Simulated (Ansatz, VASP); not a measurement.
One calculation of Na3S2, two programs

```xyz
5
Lattice="4.6985 0.0000 0.0000 -2.3493 4.0690 0.0000 0.0000 0.0000 6.0673" Properties=species:S:1:pos:R:3 pbc="T T T"
Na    0.0000    0.0000    0.0000
Na    0.0000    2.7127    4.1787
Na    2.3493    1.3563    1.8886
S     0.0000    2.7127    1.3263
S     2.3493    1.3563    4.7411
```

Alike in both runs: functional PBE; k mesh 6 × 6 × 4; occupations gaussian, width 0.1 eV; no spin polarisation.

Ansatz relaxed the structure, and its values are those at the end. VASP's run is a single point on that final structure, the one shown.

|  | VASP | Ansatz |
| --- | --- | --- |
| version | VASP 6.6.1 | Ansatz 0.2.0 |
| potentials or method | VASP PAW PBE potentials, release 64 (Na_pv, S), cutoff 520 eV | scalar-relativistic, plane waves, PAW |
| valence electrons in the cell | 33 | 39 |

Ansatz gave:

```
gap on the k mesh at the Fermi level (eV) : none
pressure (GPa)                            : 0.1
rms of the force components (eV/Å)        : 0.004
```

Problem. Which values does VASP return?

Solution. gap on the k mesh at the Fermi level (eV): none; pressure (GPa): 0.1; rms of the force components (eV/Å): 0.005.

A gap of «none» marks a metal or a gap that the smearing closes. VASP's potentials hold 33 valence electrons a cell and Ansatz's 39, so a difference there can come from the potentials and not from the codes.
